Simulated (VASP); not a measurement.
Input of a VASP 6.6.1 run:

File INCAR:

```
SYSTEM = BiTe
  PREC = Accurate
  ENCUT = 600
  EDIFF = 1E-6
  ISMEAR = 0
  SIGMA = 0.05
  LREAL = .False.
  LASPH = .True.
  NELM = 80
  ALGO = Normal
  ISIF = 4
  LWAVE = .False.
  LCHARG = .False.
  GGA = PE
  IBRION = 2
  NSW = 60
  EDIFFG = -0.01
```

File KPOINTS:

```
regular mesh
0
Gamma
  8 8 4
  0 0 0
```

Contents of POSCAR:

```
BiTe
1.0
    5.6361639688      0.0000000000      0.0000000000
   -2.8180819844      4.8810611768      0.0000000000
    0.0000000000      0.0000000000      6.5794180000
Bi Te
2 2
Direct
    0.6666666667      0.3333333333      0.0626000000
    0.3333333333      0.6666666667      0.5626000000
    0.6666666667      0.3333333333      0.5626000000
    0.3333333333      0.6666666667      0.0626000000
```

Potentials or basis: VASP PAW PBE potentials, release 64 (Bi_d, Te).

Launch:

```console
$ cat potpaw_PBE.64/Bi_d/POTCAR potpaw_PBE.64/Te/POTCAR > POTCAR
$ mpirun -np 1 vasp_std > vasp.out
```

What does it give for the band gap on the k mesh?

Zero (bands 21 and 22 overlap by 0.88 eV).

Final structure:
```xyz
4
Lattice="5.6441 0.0000 0.0000 -2.8220 4.8879 0.0000 0.0000 0.0000 6.5610" Properties=species:S:1:pos:R:3 pbc="T T T"
Bi    2.8220    1.6293    0.4107
Bi    0.0000    3.2586    3.6912
Te    2.8220    1.6293    3.6912
Te    0.0000    3.2586    0.4107
```

Caveat: spin-orbit coupling is left out, which moves the levels of the heavy elements.
